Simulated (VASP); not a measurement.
Here is a VASP 6.6.1 calculation.

Contents of POSCAR:

```
BiSe2
1.0
    4.1187023673      0.0000000000      0.0000000000
   -2.0593511837      3.5669008807      0.0000000000
    0.0000000000      0.0000000000     11.6578757814
Bi Se
2 4
Direct
    0.3333333333      0.6666666667      0.2500000000
    0.6666666667      0.3333333333      0.7500000000
    0.3333333333      0.6666666667      0.6015120924
    0.6666666667      0.3333333333      0.1015120924
    0.3333333333      0.6666666667      0.8984879076
    0.6666666667      0.3333333333      0.3984879076
```

File INCAR.step1:

```
PREC = Accurate
ENCUT = 520
ISMEAR = 0
SIGMA = 0.1
LREAL = False
LASPH = True
NELM = 80
NBANDS = 36
GGA = PE
ALGO = Normal
EDIFF = 1E-4
LWAVE = True
LCHARG = False
```

The input INCAR.step2:

```
PREC = Accurate
ENCUT = 520
EDIFF = 1E-6
ISMEAR = 0
SIGMA = 0.1
LREAL = False
LASPH = True
NELM = 80
ALGO = Normal
ISIF = 2
LWAVE = False
LCHARG = False
METAGGA = R2SCAN
LMIXTAU = True
NBANDS = 36
ISTART = 1
```

File KPOINTS:

```
regular mesh
0
Gamma
  6 6 2
```

Potentials or basis: VASP PAW PBE potentials, release 64 (Bi_d, Se).

Launch:

```bash
$ cat potpaw_PBE.64/Bi_d/POTCAR potpaw_PBE.64/Se/POTCAR > POTCAR
$ cp INCAR.step1 INCAR
$ mpirun -np 1 vasp_std > vasp.out
$ cp INCAR.step2 INCAR
$ mpirun -np 1 vasp_std > vasp.out
```

(1) Estimate the largest force.

(2) Estimate the band gap on the k mesh.

(3) Estimate the pressure.

Answers

(1) 0.020 eV/Å.

(2) zero (bands 27 and 28 overlap by 1.27 eV).

(3) 0.0 GPa.

Caveat: the PAW data sets were made with another functional, which shifts forces and pressure a little; spin-orbit coupling is left out, which moves the levels of the heavy elements.
